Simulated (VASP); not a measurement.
# WS2 in VASP: single point with PBEsol

Aim: the single point of WS2 with PBEsol.

Everything below comes from runs of VASP 6.6.1. Logs are shortened: lines on timing, memory, paths and dates and some standing lists are left out, and cuts for length are marked.

### 1 The cell of the first run

The cell holds a slab with vacuum, 6 atoms: a = 3.067 Å, b = 3.067 Å, c = 22.982 Å, α = 90.00°, β = 90.00°, γ = 120.00°.

### 2 Single point, PBEsol

The input, INCAR:

```
SYSTEM = WS2
  PREC = Accurate
  ENCUT = 520
  EDIFF = 1E-6
  ISMEAR = 0
  SIGMA = 0.05
  LREAL = .FALSE.
  LASPH = .TRUE.
  NELM = 60
  ALGO = Normal
  ISIF = 2
  LWAVE = .FALSE.
  LCHARG = .FALSE.
  GGA = PS
  NBANDS = 35
```

The input, KPOINTS:

```
Automatic mesh
0
G
  12 12 2
  0 0 0
```

The input, POSCAR:

```
WS2
1.0
    3.0674134129      0.0000000000      0.0000000000
   -1.5337067064      2.6564579395      0.0000000000
    0.0000000000      0.0000000000     22.9816898110
W S
2 4
Direct
    0.3333333333      0.6666666667      0.6345659624
    0.6666666667      0.3333333333      0.3654340376
    0.3333333333      0.6666666667      0.2989660749
    0.6666666667      0.3333333333      0.5680485953
    0.3333333333      0.6666666667      0.4319514047
    0.6666666667      0.3333333333      0.7010339251
```

Potentials or basis: VASP PAW PBE potentials, release 64 (W_sv, S).

Started as:

```console
> cat potpaw_PBE.64/W_sv/POTCAR potpaw_PBE.64/S/POTCAR > POTCAR
> mpirun -np 1 vasp_std > vasp.out
```

OUTCAR:

```text
SYSTEM = WS2
   PREC = Accurate
   ENCUT = 520
   EDIFF = 1E-6
   ISMEAR = 0
   LREAL = .FALSE.
   LASPH = .TRUE.
   NELM = 60
   ISIF = 2
   GGA = PS

 ion  position               nearest neighbor table
   1  0.333  0.667  0.635-   6 2.34   6 2.34   6 2.34   4 2.34   4 2.34   4 2.34
   2  0.667  0.333  0.365-   3 2.34   3 2.34   3 2.34   5 2.34   5 2.34   5 2.34
   3  0.333  0.667  0.299-   2 2.34   2 2.34   2 2.34
   4  0.667  0.333  0.568-   1 2.34   1 2.34   1 2.34
   5  0.333  0.667  0.432-   2 2.34   2 2.34   2 2.34
   6  0.667  0.333  0.701-   1 2.34   1 2.34   1 2.34

  LATTYP: Found a hexagonal cell.
 ALAT       =     3.0674134129
 C/A-ratio  =     7.4922049028

  Lattice vectors:

 A1 = (   3.0674134129,   0.0000000000,   0.0000000000)
 A2 = (  -1.5337067064,   2.6564579395,   0.0000000000)
 A3 = (   0.0000000000,   0.0000000000,  22.9816898110)

Analysis of symmetry for initial positions (statically):
=====================================================================
 Subroutine PRICEL returns:
 Original cell was already a primitive cell.

 Routine SETGRP: Setting up the symmetry group for a
 hexagonal supercell.

 Subroutine GETGRP returns: Found 12 space group operations
 (whereof 12 operations were pure point group operations)
 out of a pool of 24 trial point group operations.

The static configuration has the point symmetry D_3d.

Analysis of symmetry for dynamics (positions and initial velocities):
=====================================================================
 Subroutine PRICEL returns:
 Original cell was already a primitive cell.

 Routine SETGRP: Setting up the symmetry group for a
 hexagonal supercell.

 Subroutine GETGRP returns: Found 12 space group operations
 (whereof 12 operations were pure point group operations)
 out of a pool of 24 trial point group operations.

The dynamic configuration has the point symmetry D_3d.

 Subroutine INISYM returns: Found 12 space group operations
 (whereof 12 operations are pure point group operations),
 and found     1 'primitive' translations

----------------------------------------------------------------------------------------

                                     Primitive cell
[... 92 lines left out ...]
   ICHARG =      2    charge: 1-file 2-atom 10-const
   ISPIN  =      1    spin polarized calculation?
   LNONCOLLINEAR =      F non collinear calculations
   LSORBIT =      F    spin-orbit coupling
   LASPH  =      T    aspherical Exc in radial PAW
   ENCUT  =  520.0 eV  38.22 Ry    6.18 a.u.   5.70  5.70 42.73*2*pi/ulx,y,z
   NELM   =     60;   NELMIN=  2; NELMDL= -5     # of ELM steps
   EDIFF  = 0.1E-05   stopping-criterion for ELM
   LREAL  =      F    real-space projection
   EDIFFG = 0.1E-04   stopping-criterion for IOM
   NSW    =      0    number of steps for IOM
   IBRION =     -1    ionic relax: 0-MD 1-quasi-New 2-CG
   NFREE  =      0    steps in history (QN), initial steepest desc. (CG)
   ISIF   =      2    stress and relaxation
   ISYM   =      2    0-nonsym 1-usesym 2-fastsym
   POTIM  = 0.5000    time-step for ionic-motion
   TEBEG  =    0.0;   TEEND  =   0.0 temperature during run
   PSTRESS=    0.0 pullay stress
   NELECT =      52.0000    total number of electrons
   NUPDOWN=      -1.0000    fix difference up-down
   EMIN   =  10.00;   EMAX   =-10.00  energy-range for DOS
   EFERMI =   0.00;   METHOD = LEGACY
   ISMEAR =     0;   SIGMA  =   0.05  broadening in eV -4-tet -1-fermi 0-gaus
   EFERMI_NEDOS =   21; number of points for ismear=-14 and -15
   IALGO  =     38    algorithm
   IMIX   =      4    mixing-type and parameters
     AMIX     =   0.40;   BMIX     =  1.00
     AMIX_MAG =   1.60;   BMIX_MAG =  1.00
  volume/ion in A,a.u.               =      31.21       210.62
  Fermi-wavevector in a.u.,A,eV,Ry     =   1.068047  2.018315 15.520486  1.140724
  Thomas-Fermi vector in A             =   2.203682
   LORBIT       =      0    0 simple, 1 ext, 2 COOP (PROOUT), +10 PAW based schemes
   GGA     = PS    functional components
   LHFCALC =     F    Hartree Fock is set to
   AEXX    =    0.0000 exact exchange contribution
   IVDW    =     0    specifies the selected vdW correction
   LEPSILON=     F    determine dielectric tensor
   LRPA    =     F    only Hartree local field effects (RPA)
 non-spin polarized calculation
 Gauss-broadening in eV      SIGMA  =   0.05
  energy-cutoff  :      520.00
  volume of cell :      187.27
 maximum number of plane-waves:      5072
 NGX is ok and might be reduce to    24
   NGX = 11   NGY = 11   NGZ = 85

 number of electron      52.0000006 magnetization

 Free energy of the ion-electron system (eV)
  ---------------------------------------------------
  ext. energy  EPLUGINS =         0.00000000
  ---------------------------------------------------
  free energy    TOTEN  =       -50.17311362 eV

  energy without entropy =      -50.17311362  energy(sigma->0) =      -50.17311362

 E-fermi :   2.0382     XC(G=0):  -6.4936

 val. band max:        1.6769047571   @ k =   0.0000   0.0000   0.0000
 cond. band min:       3.2409880954   @ k =   0.1667   0.1667   0.5000
 fundamental gap:      1.5640833383
 Fermi energy:         2.0382234494

 k-point     1 :       0.0000    0.0000    0.0000
  band No.  band energies     occupation
      1     -72.3767      2.00000
      2     -72.3767      2.00000
      3     -36.7657      2.00000
      4     -36.7656      2.00000
      5     -36.4795      2.00000
      6     -36.4795      2.00000
[... 901 lines left out ...]
     34       6.4828      0.00000
     35       8.1786      0.00000

 [... further k-points ...]
[... 5 lines left out ...]
  --------------------------------------------------------------------------------------
  -------------------------------------------------------------------------------------
  Total        9.1516568      9.1516568      9.7662467      0.0000000     -0.0000000      0.0000000
  in kB       78.2984369     78.2984369     83.5566571      0.0000000     -0.0000000      0.0000000
  external PRESSURE =      80.0511770 kB  Pullay stress =       0.0000000 kB

 VOLUME and BASIS-vectors are now :
 -----------------------------------------------------------------------------
  energy-cutoff  :      520.00
  volume of cell :      187.27
      direct lattice vectors                 reciprocal lattice vectors
     3.067413413  0.000000000  0.000000000     0.326007572  0.188220560  0.000000000
    -1.533706706  2.656457940  0.000000000     0.000000000  0.376441119  0.000000000
     0.000000000  0.000000000 22.981689811     0.000000000  0.000000000  0.043512901

 POSITION                                       TOTAL-FORCE (eV/Angst)
 -----------------------------------------------------------------------------------
     -0.00000      1.77097     14.58340        -0.000000      0.000000      0.004709
      1.53371      0.88549      8.39829         0.000000     -0.000000     -0.004709
     -0.00000      1.77097      6.87075         0.000000      0.000000     -1.589740
      1.53371      0.88549     13.05472        -0.000000      0.000000     -1.564207
     -0.00000      1.77097      9.92697        -0.000000     -0.000000      1.564207
      1.53371      0.88549     16.11094        -0.000000      0.000000      1.589740
 -----------------------------------------------------------------------------------
    total drift:                               -0.000000     -0.000000     -0.000000

  FREE ENERGIE OF THE ION-ELECTRON SYSTEM (eV)
  ---------------------------------------------------
  free  energy   TOTEN  =       -50.1731136213 eV

  energy  without entropy=      -50.1731136213  energy(sigma->0) =      -50.17311362
```

stdout:

```text
POSCAR found type information on POSCAR W S
 POSCAR found :  2 types and       6 ions
 scaLAPACK will be used
 -----------------------------------------------------------------------------
|                                                                             |
|                                                                             |
|     You enforced a specific xc type in the INCAR file but a different       |
|     I HOPE YOU KNOW WHAT YOU ARE DOING!                                     |
|                                                                             |
 -----------------------------------------------------------------------------

 LDA part: xc-table for (Slater+PW92), standard interpolation
 POSCAR, INCAR and KPOINTS ok, starting setup
 FFT: planning ... GRIDC
 FFT: planning ... GRID_SOFT
 FFT: planning ... GRID
 WAVECAR not read
 entering main loop
```

Wall time 9 min (1 thread of AMD EPYC 7R43 (Zen 3), shared host); peak memory 0.36 GiB.

What came out:

- Free energy: -50.1731 eV
- Largest force: 1.590 eV/Å
- Band gap on the k mesh: 1.56 eV (least direct gap 2.10 eV)

Forces in eV/Å, atoms in the order of the input:
```
W    0.000  0.000  0.005
W    0.000  0.000 -0.005
S    0.000  0.000 -1.590
S    0.000  0.000 -1.564
S    0.000  0.000  1.564
S    0.000  0.000  1.590
```

Caveat: the PAW data sets were made with another functional, which shifts forces and pressure a little; spin-orbit coupling is left out, which moves the levels of the heavy elements.
